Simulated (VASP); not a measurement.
# BaO (Fm-3m) in VASP: a series of runs

BaO is run at these levels: PBEsol; tasks: single point.

Everything below comes from runs of VASP 6.6.1. Logs are shortened: lines on timing, memory, paths and dates and some standing lists are left out, and cuts for length are marked.

### 1 The cell of the first run

Symmetry: Fm-3m, No. 225, cubic system. The conventional cell has a = 5.060 Å, b = 5.060 Å, c = 5.060 Å, α = 90.00°, β = 90.00°, γ = 90.00°. Ba (site symmetry m-3m) has 6 O at 2.53 Å within 3.3 Å. Within 3.3 Å of O (site symmetry m-3m) lie 6 Ba at 2.53 Å.

### 2 Single point, PBEsol (strain -0.080 along x and y, -0.080 along z)

INCAR reads:

```
SYSTEM = BaO
PREC = Accurate
ENCUT = 600
EDIFF = 1E-6
ISMEAR = 0
SIGMA = 0.05
LREAL = .False.
LASPH = .True.
NELM = 120
ALGO = Normal
ISIF = 2
LWAVE = .False.
LCHARG = .False.
GGA = PS
NBANDS = 15
GGA_COMPAT = .False.
```

KPOINTS reads:

```
Automatic mesh
0
Gamma
  8 8 8
  0 0 0
```

POSCAR reads:

```
BaO
1.0
    0.0000000000      2.5300000000      2.5300000000
    2.5300000000      0.0000000000      2.5300000000
    2.5300000000      2.5300000000      0.0000000000
Ba O
1 1
Direct
    0.0000000000      0.0000000000      0.0000000000
    0.5000000000      0.5000000000      0.5000000000
```

Potentials or basis: VASP PAW PBE potentials, release 64 (Ba_sv, O).

Run with:

```console
> cat potpaw_PBE.64/Ba_sv/POTCAR potpaw_PBE.64/O/POTCAR > POTCAR
> mpirun -np 1 vasp_std > vasp.out
```

OUTCAR:

```text
SYSTEM = BaO
   PREC = Accurate
   ENCUT = 600
   EDIFF = 1E-6
   ISMEAR = 0
   LREAL = .False.
   LASPH = .True.
   NELM = 120
   ISIF = 2
   GGA = PS

 ion  position               nearest neighbor table
   1  0.000  0.000  0.000-   2 2.53   2 2.53   2 2.53   2 2.53   2 2.53   2 2.53
   2  0.500  0.500  0.500-   1 2.53   1 2.53   1 2.53   1 2.53   1 2.53   1 2.53

  LATTYP: Found a face centered cubic cell.
 ALAT       =     5.0600000000

  Lattice vectors:

 A1 = (   0.0000000000,   2.5300000000,   2.5300000000)
 A2 = (   2.5300000000,   0.0000000000,   2.5300000000)
 A3 = (   2.5300000000,   2.5300000000,   0.0000000000)

Analysis of symmetry for initial positions (statically):
=====================================================================
 Subroutine PRICEL returns:
 Original cell was already a primitive cell.

 Routine SETGRP: Setting up the symmetry group for a
 face centered cubic supercell.

 Subroutine GETGRP returns: Found 48 space group operations
 (whereof 48 operations were pure point group operations)
 out of a pool of 48 trial point group operations.

The static configuration has the point symmetry O_h .

Analysis of symmetry for dynamics (positions and initial velocities):
=====================================================================
 Subroutine PRICEL returns:
 Original cell was already a primitive cell.

 Routine SETGRP: Setting up the symmetry group for a
 face centered cubic supercell.

 Subroutine GETGRP returns: Found 48 space group operations
 (whereof 48 operations were pure point group operations)
 out of a pool of 48 trial point group operations.

The dynamic configuration has the point symmetry O_h .

 Subroutine INISYM returns: Found 48 space group operations
 (whereof 48 operations are pure point group operations),
 and found     1 'primitive' translations

----------------------------------------------------------------------------------------

                                     Primitive cell

  volume of cell :      32.3886

  direct lattice vectors                    reciprocal lattice vectors
     0.000000000  2.530000000  2.530000000    -0.197628458  0.197628458  0.197628458
     2.530000000  0.000000000  2.530000000     0.197628458 -0.197628458  0.197628458
     2.530000000  2.530000000  0.000000000     0.197628458  0.197628458 -0.197628458

  length of vectors
     3.577960313  3.577960313  3.577960313     0.342302531  0.342302531  0.342302531

  position of ions in fractional coordinates (direct lattice)
     0.000000000  0.000000000  0.000000000
     0.500000000  0.500000000  0.500000000

  ion indices of the primitive-cell ions
   primitive index   ion index
                 1           1
                 2           2

----------------------------------------------------------------------------------------

 KPOINTS: Automatic mesh

Automatic generation of k-mesh.
 Grid dimensions read from file:
 generate k-points for:    8    8    8

 Generating k-lattice:

  Cartesian coordinates                     Fractional coordinates (reciprocal lattice)
    -0.024703557  0.024703557  0.024703557     0.125000000  0.000000000  0.000000000
     0.024703557 -0.024703557  0.024703557     0.000000000  0.125000000  0.000000000
     0.024703557  0.024703557 -0.024703557     0.000000000  0.000000000  0.125000000

  Length of vectors
     0.042787816  0.042787816  0.042787816

  Shift w.r.t. Gamma in fractional coordinates (k-lattice)
     0.000000000  0.000000000  0.000000000

 Subroutine IBZKPT returns following result:
 ===========================================

 Found     29 irreducible k-points:

 Following reciprocal coordinates:
            Coordinates               Weight
  0.000000  0.000000  0.000000      1.000000
  0.125000  0.000000  0.000000      8.000000
  0.250000  0.000000  0.000000      8.000000
  0.375000  0.000000  0.000000      8.000000
  0.500000  0.000000  0.000000      4.000000
  0.125000  0.125000  0.000000      6.000000
[... 16 lines left out ...]
  0.500000  0.250000  0.125000     48.000000
 -0.375000  0.250000  0.125000     24.000000
 [... further k-points ...]
   k-points           NKPTS =     29   k-points in BZ     NKDIM =     29   number of bands    NBANDS=     15
   number of dos      NEDOS =    301   number of ions     NIONS =      2
   total plane-waves  NPLWV =  27000
   dimension x,y,z NGX =    30 NGY =   30 NGZ =   30
   dimension x,y,z NGXF=    60 NGYF=   60 NGZF=   60
   ions per type =               1   1
   NGX,Y,Z   is equivalent  to a cutoff of  13.94, 13.94, 13.94 a.u.
   NGXF,Y,Z  is equivalent  to a cutoff of  27.88, 27.88, 27.88 a.u.
 SYSTEM =  BaO
   PREC   = accura    normal or accurate (medium, high low for compatibility)
   ISTART =      0    job   : 0-new  1-cont  2-samecut
   ICHARG =      2    charge: 1-file 2-atom 10-const
   ISPIN  =      1    spin polarized calculation?
   LNONCOLLINEAR =      F non collinear calculations
   LSORBIT =      F    spin-orbit coupling
   LASPH  =      T    aspherical Exc in radial PAW
   ENCUT  =  600.0 eV  44.10 Ry    6.64 a.u.   7.15  7.15  7.15*2*pi/ulx,y,z
   NELM   =    120;   NELMIN=  2; NELMDL= -5     # of ELM steps
   EDIFF  = 0.1E-05   stopping-criterion for ELM
   LREAL  =      F    real-space projection
[... 7 lines left out ...]
   TEBEG  =    0.0;   TEEND  =   0.0 temperature during run
   PSTRESS=    0.0 pullay stress
   NELECT =      16.0000    total number of electrons
   NUPDOWN=      -1.0000    fix difference up-down
   EMIN   =  10.00;   EMAX   =-10.00  energy-range for DOS
   EFERMI =   0.00;   METHOD = LEGACY
   ISMEAR =     0;   SIGMA  =   0.05  broadening in eV -4-tet -1-fermi 0-gaus
   EFERMI_NEDOS =   21; number of points for ismear=-14 and -15
   IALGO  =     38    algorithm
   IMIX   =      4    mixing-type and parameters
     AMIX     =   0.40;   BMIX     =  1.00
     AMIX_MAG =   1.60;   BMIX_MAG =  1.00
  volume/ion in A,a.u.               =      16.19       109.28
  Fermi-wavevector in a.u.,A,eV,Ry     =   1.294149  2.445587 22.787334  1.674822
  Thomas-Fermi vector in A             =   2.425750
   LORBIT       =      0    0 simple, 1 ext, 2 COOP (PROOUT), +10 PAW based schemes
   GGA     = PS    functional components
   LHFCALC =     F    Hartree Fock is set to
   AEXX    =    0.0000 exact exchange contribution
   IVDW    =     0    specifies the selected vdW correction
   LEPSILON=     F    determine dielectric tensor
   LRPA    =     F    only Hartree local field effects (RPA)
 non-spin polarized calculation
 Gauss-broadening in eV      SIGMA  =   0.05
  energy-cutoff  :      600.00
  volume of cell :       32.39
 maximum number of plane-waves:      1106
 NGX is ok and might be reduce to    30
   NGX = 15   NGY = 15   NGZ = 15

 number of electron      15.9999999 magnetization

 Free energy of the ion-electron system (eV)
  ---------------------------------------------------
  ext. energy  EPLUGINS =         0.00000000
  ---------------------------------------------------
  free energy    TOTEN  =       -11.46274973 eV

  energy without entropy =      -11.46274973  energy(sigma->0) =      -11.46274973

 E-fermi :   4.3599     XC(G=0): -11.1740

 val. band max:        4.1524509645   @ k =   0.5000   0.5000   0.0000
 cond. band min:       4.5627503131   @ k =   0.5000   0.5000   0.0000
 fundamental gap:      0.4102993486
 Fermi energy:         4.3598915229

 k-point     1 :       0.0000    0.0000    0.0000
  band No.  band energies     occupation
      1     -22.4318      2.00000
      2     -11.7475      2.00000
      3      -6.0527      2.00000
      4      -6.0527      2.00000
      5      -6.0527      2.00000
      6       2.8283      2.00000
      7       2.8283      2.00000
      8       2.8283      2.00000
      9       8.1826      0.00000
     10       8.1826      0.00000
     11       8.1826      0.00000
     12       8.6735      0.00000
     13      11.2586      0.00000
     14      11.2586      0.00000
     15      13.6314      0.00000

 k-point     2 :       0.1250    0.0000    0.0000
  band No.  band energies     occupation
      1     -22.3284      2.00000
      2     -12.0192      2.00000
      3      -6.0919      2.00000
      4      -6.0798      2.00000
      5      -6.0798      2.00000
      6       2.4142      2.00000
      7       2.4810      2.00000
      8       2.4810      2.00000
      9       7.9856      0.00000
     10       8.5819      0.00000
     11       8.5819      0.00000
     12       9.4960      0.00000
     13      11.8985      0.00000
     14      11.8985      0.00000
     15      14.9488      0.00000

 k-point     3 :       0.2500    0.0000    0.0000
  band No.  band energies     occupation
      1     -22.0611      2.00000
      2     -12.6778      2.00000
      3      -6.1797      2.00000
      4      -6.1409      2.00000
      5      -6.1409      2.00000
      6       1.6069      2.00000
      7       1.7696      2.00000
      8       1.7696      2.00000
      9       8.0425      0.00000
     10       9.6798      0.00000
     11       9.6798      0.00000
     12      11.3289      0.00000
     13      13.4212      0.00000
     14      13.4212      0.00000
     15      17.8781      0.00000

 k-point     4 :       0.3750    0.0000    0.0000
  band No.  band energies     occupation
      1     -21.7628      2.00000
      2     -13.3478      2.00000
      3      -6.2572      2.00000
      4      -6.1960      2.00000
      5      -6.1960      2.00000
      6       0.9427      2.00000
      7       1.1740      2.00000
      8       1.1740      2.00000
      9       8.5918      0.00000
     10      11.0855      0.00000
     11      11.0855      0.00000
     12      12.9418      0.00000
     13      15.2179      0.00000
     14      15.2179      0.00000
     15      20.0998      0.00000
[... 307 lines left out ...]
 k-point    22 :       0.3750    0.2500    0.1250
  band No.  band energies     occupation
      1     -21.8646      2.00000
      2     -12.8223      2.00000
      3      -7.0221      2.00000
      4      -6.4800      2.00000
      5      -6.3009      2.00000
      6       1.3813      2.00000
      7       1.8675      2.00000
      8       3.0453      2.00000
      9       6.7916      0.00000
     10      10.6454      0.00000
     11      10.8988      0.00000
     12      11.7944      0.00000
     13      13.8128      0.00000
     14      14.9684      0.00000
     15      19.6901      0.00000

 k-point    23 :       0.5000    0.2500    0.1250
  band No.  band energies     occupation
      1     -21.6257      2.00000
      2     -13.1711      2.00000
      3      -7.4003      2.00000
      4      -7.0273      2.00000
      5      -6.1857      2.00000
      6       1.3010      2.00000
      7       1.8112      2.00000
      8       2.9039      2.00000
      9       7.5731      0.00000
     10      10.4819      0.00000
     11      12.0702      0.00000
     12      12.7843      0.00000
     13      15.1769      0.00000
     14      16.9936      0.00000
     15      18.5623      0.00000

 k-point    24 :      -0.3750    0.2500    0.1250
  band No.  band energies     occupation
      1     -21.5202      2.00000
      2     -13.3256      2.00000
      3      -7.4292      2.00000
      4      -7.3540      2.00000
      5      -6.1433      2.00000
      6       1.0858      2.00000
      7       2.3370      2.00000
      8       2.4301      2.00000
      9       8.7185      0.00000
     10       9.4415      0.00000
     11      12.7018      0.00000
     12      13.4894      0.00000
     13      15.9682      0.00000
     14      17.5136      0.00000
     15      18.1935      0.00000

 [... further k-points ...]

------------------------ aborting loop because EDIFF is reached ----------------------------------------

  FORCE on cell =-STRESS in cart. coord.  units (eV):
  Direction    XX          YY          ZZ          XY          YZ          ZX
  --------------------------------------------------------------------------------------
  -------------------------------------------------------------------------------------
  Total        7.7966149      7.7966149      7.7966149      0.0000000     -0.0000000      0.0000000
  in kB      385.6782142    385.6782142    385.6782142      0.0000000     -0.0000000      0.0000000
  external PRESSURE =     385.6782142 kB  Pullay stress =       0.0000000 kB

 VOLUME and BASIS-vectors are now :
 -----------------------------------------------------------------------------
  energy-cutoff  :      600.00
  volume of cell :       32.39
      direct lattice vectors                 reciprocal lattice vectors
     0.000000000  2.530000000  2.530000000    -0.197628458  0.197628458  0.197628458
     2.530000000  0.000000000  2.530000000     0.197628458 -0.197628458  0.197628458
     2.530000000  2.530000000  0.000000000     0.197628458  0.197628458 -0.197628458

 POSITION                                       TOTAL-FORCE (eV/Angst)
 -----------------------------------------------------------------------------------
      0.00000      0.00000      0.00000         0.000000     -0.000000      0.000000
      2.53000      2.53000      2.53000        -0.000000      0.000000     -0.000000
 -----------------------------------------------------------------------------------
    total drift:                                0.000000      0.000000      0.000000

  FREE ENERGIE OF THE ION-ELECTRON SYSTEM (eV)
  ---------------------------------------------------
  free  energy   TOTEN  =       -11.4627497258 eV

  energy  without entropy=      -11.4627497258  energy(sigma->0) =      -11.46274973
```

Run time: 23 s. Hardware: 1 thread of Intel Xeon 8259CL, shared host; peak memory 0.15 GiB.

Results:

| Property | Result |
| --- | --- |
| Free energy | -11.4627 eV |
| Pressure | 38.6 GPa |
| Band gap on the k mesh | 0.41 eV |

Caveat: the cell differs from its parent crystal (strain -0.080 along x and y, -0.080 along z); the cell stands under pressure; semilocal functionals underestimate gaps, and a narrow one can read as zero; the PAW data sets were made with another functional, which shifts forces and pressure a little; spin-orbit coupling is left out, which moves the levels of the heavy elements. A k mesh can miss the band edges.

### 3 Single point, PBEsol (strain -0.040 along x and y, -0.040 along z)

INCAR reads:

```
PREC = Accurate ; ENCUT = 600
EDIFF = 1E-6 ; ISMEAR = 0
SIGMA = 0.05 ; LREAL = False
LASPH = True ; NELM = 120
ALGO = Normal ; ISIF = 2
LWAVE = False ; LCHARG = False
GGA = PS ; NBANDS = 15
GGA_COMPAT = False
```

KPOINTS reads:

```
Automatic mesh
0
Gamma
  8 8 8
```

POSCAR reads:

```
BaO
1.0
    0.0000000000      2.6400000000      2.6400000000
    2.6400000000      0.0000000000      2.6400000000
    2.6400000000      2.6400000000      0.0000000000
Ba O
1 1
Direct
    0.0000000000      0.0000000000      0.0000000000
    0.5000000000      0.5000000000      0.5000000000
```

Potentials or basis: VASP PAW PBE potentials, release 64 (Ba_sv, O).

Run with:

```console
> cat potpaw_PBE.64/Ba_sv/POTCAR potpaw_PBE.64/O/POTCAR > POTCAR
> mpirun -np 1 vasp_std > vasp.out
```

Run time: 22 s. Hardware: 1 thread of Intel Xeon 8259CL, shared host; peak memory 0.15 GiB.

It converged, with:

| Quantity | Value |
| --- | --- |
| Free energy | -12.1705 eV |
| Pressure | 14.9 GPa |
| Band gap on the k mesh | 1.22 eV |

Levels at points of the mesh, in eV from the valence-band top:
```
           k point  band 4  band 5  band 6  band 7  band 8  band 9  band 10  band 11  band 12  band 13
(0.00, 0.00, 0.00)  -10.17  -10.17   -0.81   -0.81   -0.81    3.96     4.41     4.41     4.41     7.09
(0.50, 0.00, 0.00)  -10.33  -10.33   -2.73   -2.29   -2.29    4.91     7.48     7.48     8.71    11.58
(0.50, 0.50, 0.00)  -11.08  -11.08   -0.41   -0.41    0.00    1.22     6.46     9.47    10.08    10.61
```

Caveat: the cell differs from its parent crystal (strain -0.040 along x and y, -0.040 along z); the cell stands under pressure; the PAW data sets were made with another functional, which shifts forces and pressure a little; spin-orbit coupling is left out, which moves the levels of the heavy elements. A k mesh can miss the band edges.
